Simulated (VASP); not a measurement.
Here is a VASP 6.6.1 calculation.

File POSCAR:

```
Bi
1.0
   -1.9801954218      1.9801954218      1.9801954218
    1.9801954218     -1.9801954218      1.9801954218
    1.9801954218      1.9801954218     -1.9801954218
Bi
1
Direct
    0.0000000000      0.0000000000      0.0000000000
```

File INCAR.step1:

```
SYSTEM = Bi
ALGO     = Normal         ! electronic algorithm
EDIFF    = 1E-4           ! SCF threshold, eV
ENCUT    = 600            ! plane-wave cutoff, eV
GGA      = PE             ! functional
ISMEAR   = -1             ! smearing method
LASPH    = .TRUE.         ! aspherical terms in the spheres
LCHARG   = .FALSE.        ! write CHGCAR
LREAL    = .FALSE.        ! projectors in reciprocal space
LWAVE    = .TRUE.         ! write WAVECAR
NELM     = 100            ! most SCF steps
PREC     = Accurate       ! precision mode
SIGMA    = 0.15           ! smearing width, eV
```

File INCAR.step2:

```
SYSTEM = Bi
ALGO     = Normal         ! electronic algorithm
EDIFF    = 1E-6           ! SCF threshold, eV
EDIFFG   = -0.001         ! ionic threshold
ENCUT    = 600            ! plane-wave cutoff, eV
IBRION   = 2              ! ionic algorithm
ISIF     = 3              ! what is computed and relaxed
ISMEAR   = -1             ! smearing method
ISTART   = 1            
LASPH    = .TRUE.         ! aspherical terms in the spheres
LCHARG   = .FALSE.        ! write CHGCAR
LMIXTAU  = .TRUE.       
LREAL    = .FALSE.        ! projectors in reciprocal space
LWAVE    = .FALSE.        ! write WAVECAR
METAGGA  = R2SCAN         ! meta-GGA
NELM     = 100            ! most SCF steps
NSW      = 80             ! ionic steps
PREC     = Accurate       ! precision mode
SIGMA    = 0.15           ! smearing width, eV
```

KPOINTS

```
k-points
0
G
  16 16 16
  0 0 0
```

Potentials or basis: VASP PAW PBE potentials, release 64 (Bi_d).

Launch:

```console
$ cat potpaw_PBE.64/Bi_d/POTCAR > POTCAR
$ cp INCAR.step1 INCAR
$ mpirun -np 1 vasp_std > vasp.out
$ cp INCAR.step2 INCAR
$ mpirun -np 1 vasp_std > vasp.out
```

Task: Estimate the relaxed volume.

Result: 31.20 Å³/atom.

Task: Estimate the space group after relaxing (to 0.05 Å).

Result: Im-3m (No. 229).

Task: Estimate the relaxed cell.

Result: a = 3.435 Å, b = 3.435 Å, c = 3.435 Å, α = 109.47°, β = 109.47°, γ = 109.47°.

Final structure:
```
CELL_PARAMETERS angstrom
-1.98328 1.98328 1.98328
1.98328 -1.98328 1.98328
1.98328 1.98328 -1.98328
ATOMIC_POSITIONS crystal
Bi 0.00000 0.00000 0.00000
```

Caveat: the PAW data sets were made with another functional, which shifts forces and pressure a little.
